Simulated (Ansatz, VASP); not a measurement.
# Zn2S: VASP beside Ansatz

```
CELL_PARAMETERS angstrom
3.56077 0.00000 0.00000
0.00000 3.56077 0.00000
0.00000 0.00000 8.54525
ATOMIC_POSITIONS crystal
Zn 0.00000 0.00000 0.00000
Zn 0.50000 0.50000 0.00000
Zn 0.50000 0.00000 0.37306
Zn 0.00000 0.50000 0.62694
S 0.50000 0.00000 0.66336
S 0.00000 0.50000 0.33664
```

Change from the starting cell: species swapped into the Cu2Sb type (P4/nmm, No. 129).

Alike in both runs: functional PBE; k mesh 6 × 6 × 2; occupations gaussian, width 0.1 eV; no spin polarisation.

Ansatz relaxed the structure, and its values are those at the end. VASP's run is a single point on that final structure, the one shown.

|  | VASP | Ansatz |
| --- | --- | --- |
| version | VASP 6.6.1 | Ansatz 0.2.0 |
| potentials or method | VASP PAW PBE potentials, release 64 (Zn, S), cutoff 520 eV | scalar-relativistic, plane waves, PAW |
| valence electrons in the cell | 60 | 60 |

```csv
,VASP,Ansatz,Ansatz less VASP
gap on the k mesh at the Fermi level (eV),none,none,-
pressure (GPa),0.2,0.1,-0.12
```

A gap of «none» marks a metal or a gap that the smearing closes. With one functional, cell and mesh, what is left measures potentials, basis and numerics.

The k mesh is coarse, so the values compare programs but aren't converged.
